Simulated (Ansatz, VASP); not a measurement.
Two plane-wave programs on WS2

```
CELL_PARAMETERS angstrom
3.18753 0.00000 0.00000
-1.59376 2.76048 0.00000
0.00000 0.00000 30.21972
ATOMIC_POSITIONS crystal
W 0.66667 0.33333 0.65968
W 0.33333 0.66667 0.90553
W 0.33333 0.66667 0.41397
S 0.66667 0.33333 0.95752
S 0.66667 0.33333 0.46597
S 0.33333 0.66667 0.71167
S 0.66667 0.33333 0.85353
S 0.66667 0.33333 0.36198
S 0.33333 0.66667 0.60768
```

Alike in both runs: functional PBE; k mesh 12 × 12 × 1; occupations gaussian, width 0.02 eV; no spin polarisation.

Ansatz relaxed the structure, and its values are those at the end. VASP's run is a single point on that final structure, the one shown.

|  | VASP | Ansatz |
| --- | --- | --- |
| version | VASP 6.6.1 | Ansatz 0.2.0 |
| potentials or method | VASP PAW PBE potentials, release 64 (W_sv, S), cutoff 520 eV | scalar-relativistic, plane waves, PAW |
| valence electrons in the cell | 78 | 78 |

|  | VASP | Ansatz | Ansatz less VASP |
| --- | --- | --- | --- |
| gap on the k mesh at the Fermi level (eV) | 1.70 | 1.68 | -0.013 |
| least direct gap on the mesh (eV) | 1.80 | 1.80 | -0.003 |

With one functional, cell and mesh, what is left measures potentials, basis and numerics. Ansatz's warnings: xc potential rough in thin density.

Spin-orbit coupling is off throughout.
